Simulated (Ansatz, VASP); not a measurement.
## One calculation of V, two programs

```
V
1.0
     2.38829   -2.38389    0.03926
     2.38829    2.38389    0.03926
    -0.06683    0.00000    4.10378
V
3
Direct
  0.99184 0.49183 0.82280
  0.49183 0.99184 0.82280
  0.99178 0.99178 0.32280
```

Alike in both runs: functional PBE; k mesh 6 × 6 × 4; occupations gaussian, width 0.1 eV; collinear spin.

Ansatz relaxed the structure, and its values are those at the end. VASP's run is a single point on that final structure, the one shown.

|  | VASP | Ansatz |
| --- | --- | --- |
| version | VASP 6.6.1 | Ansatz 0.2.0 |
| potentials or method | VASP PAW PBE potentials, release 64 (V_sv), cutoff 520 eV | scalar-relativistic, plane waves, PAW |
| valence electrons in the cell | 39 | 39 |

```csv
,VASP,Ansatz,Ansatz less VASP
gap on the k mesh at the Fermi level (eV),none,none,-
pressure (GPa),0.4,0.1,-0.29
net moment per atom (μB),0.00,0.00,0.000
```

A gap of «none» marks a metal or a gap that the smearing closes. Ansatz's warnings: seeded moment not kept.

The k mesh is coarse, so the values compare programs but aren't converged.
